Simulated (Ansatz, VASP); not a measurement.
**Two plane-wave programs on WC**

INCAR

```
SYSTEM = WC
PREC = Accurate
ENCUT = 520
EDIFF = 1E-7
ISMEAR = 0
SIGMA = 0.15
LREAL = .FALSE.
LASPH = .TRUE.
NELM = 80
ALGO = Normal
ISIF = 2
LWAVE = .FALSE.
LCHARG = .TRUE.
GGA = PS
LELF = .TRUE.
LVHAR = .TRUE.
NBANDS = 16
```

KPOINTS

```
Automatic mesh
0
G
  24 24 22
  0 0 0
```

Contents of POSCAR:

```
WC
1.0
    2.7824771203      0.0000000000      0.0000000000
   -1.3912385602      2.4096958716      0.0000000000
    0.0000000000      0.0000000000      3.0538208559
W C
1 1
Direct
    0.0000000000      0.0000000000      0.0000000000
    0.6666666667      0.3333333333      0.5000000000
```

Input for Ansatz:

```yaml
crystal:
  lattice:
    - [2.7824771203, 0.0, 0.0]
    - [-1.3912385602, 2.4096958716, 0.0]
    - [0.0, 0.0, 3.0538208559]
  atoms:
    - { symbol: W, position: [0.0, 0.0, 0.0] }
    - { symbol: C, position: [0.6666666667, 0.3333333333, 0.5] }
basis:
  ecutwfc: 420
kpoints:
  mp_grid: { grid: [24, 24, 22] }
hamiltonian:
  xc: pbesol
scf:
  occupations: { method: gaussian, width: 0.15 }
output:
  forces: true
  stress: true
  eigenvalues: true
```

Change from the starting cell: strain -0.040 along x and y, +0.080 along z, atoms carried along.

Alike in both runs: task single point; functional PBEsol; k mesh 24 × 24 × 22; occupations gaussian, width 0.15 eV; no spin polarisation.

|  | VASP | Ansatz |
| --- | --- | --- |
| version | VASP 6.6.1 | Ansatz 0.2.0 |
| potentials or method | VASP PAW PBE potentials, release 64 (W_sv, C), cutoff 520 eV | scalar-relativistic, plane waves, PAW |
| valence electrons in the cell | 18 | 18 |

Ansatz gave:

| Quantity | Value |
| --- | --- |
| gap on the k mesh at the Fermi level (eV) | none |
| pressure (GPa) | 1.0 |
| traceless stress, the component that is largest in VASP (GPa) | -54.19 |

**Question.** What did VASP give for the same quantities?

**Answer.** gap on the k mesh at the Fermi level (eV): none; pressure (GPa): 2.3; traceless stress, the component that is largest in VASP (GPa): -54.18.

VASP's potentials were made for PBE, not for PBEsol. A gap of «none» marks a metal or a gap that the smearing closes.

Neither program's run includes spin-orbit coupling.
